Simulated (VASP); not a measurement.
**Sn: single point with PBE**

The system is Sn.

```
Sn
1.0
     0.00000    2.34505    2.34505
     2.34505    0.00000    2.34505
     2.34505    2.34505    0.00000
Sn
1
Cartesian
  0.0000 0.0000 0.0000
```

This isn't the form of Sn at room conditions, which is tetragonal (white tin).

```json
{"Program": "VASP 6.6.1", "Task": "single point", "Functional": "PBE", "Potentials or basis": "VASP PAW PBE potentials, release 64 (Sn_d)", "Cutoff": "520 eV", "k mesh": "18 × 18 × 18", "Occupations": "fermi-dirac, width 0.1 eV", "Spin": "no spin polarisation"}
```

The pressure is 4.7 GPa and the band gap on the k mesh is zero (bands 7 and 8 overlap by 10.22 eV).

Levels at points of the mesh, in eV from the Fermi level:
```
           k point  band 3  band 4  band 5  band 6  band 7  band 8  band 9  band 10  band 11  band 12
(0.00, 0.00, 0.00)  -21.61  -21.52  -21.52  -11.55    8.13    8.13    8.13    10.64    12.15    12.15
(0.50, 0.00, 0.00)  -21.60  -21.43  -21.43   -6.89   -4.94    6.09    6.09    10.02    10.71    10.90
(0.50, 0.50, 0.00)  -21.44  -21.41  -21.41   -4.84   -3.88    2.11    2.11     5.55     5.84    20.40
```

Run time: 43 s on 1 thread of Intel(R) Xeon(R) Platinum 8259CL CPU @ 2.50GHz (Skylake/Cascade Lake), on a shared host, peak memory 0.2 GiB.

Caveat: the cell stands under pressure; spin-orbit coupling is left out, which moves the levels of the heavy elements.
